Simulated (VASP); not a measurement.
Here is a VASP 6.6.1 calculation.

INCAR

```
PREC     = Accurate       # precision mode
ENCUT    = 520            # plane-wave cutoff, eV
EDIFF    = 1E-6           # SCF threshold, eV
ISMEAR   = 1              # smearing method
SIGMA    = 0.005          # smearing width, eV
LREAL    = F              # projectors in reciprocal space
LASPH    = T              # aspherical terms in the spheres
NELM     = 150            # most SCF steps
ALGO     = Normal         # electronic algorithm
ISIF     = 2              # what is computed and relaxed
LWAVE    = F              # write WAVECAR
LCHARG   = T              # write CHGCAR
MAGMOM   = 0 0 0 0 0 0    # initial moments
LORBIT   = 11             # projections on sites
LSORBIT  = T              # spin-orbit coupling
GGA_COMPAT= F            
LORBMOM  = T            
GGA      = PS             # functional
LVHAR    = T            
NBANDS   = 30             # bands
```

KPOINTS

```
Automatic mesh
0
Gamma
  7 7 7
```

Contents of POSCAR:

```
InP
1.0
    0.0000000000      2.7688340000      2.7688340000
    2.7688340000      0.0000000000      2.7688340000
    2.7688340000      2.7688340000      0.0000000000
In P
1 1
Direct
    0.0000000000      0.0000000000      0.0000000000
    0.5000000000      0.5000000000      0.5000000000
```

Potentials or basis: VASP PAW PBE potentials, release 64 (In_d, P).

Run with:

```sh
$ cat potpaw_PBE.64/In_d/POTCAR potpaw_PBE.64/P/POTCAR > POTCAR
$ mpirun -np 1 vasp_ncl > vasp.out
```

Task: Predict the net moment.

Result: 0.00 μB per cell.

Task: What does it give for the pressure?

Result: -3.3 GPa.

Moments on the atoms (μB; x, y, z):
```
In  0.00 0.00 0.00
P   0.00 0.00 0.00
```

Caveat: the PAW data sets were made with another functional, which shifts forces and pressure a little.
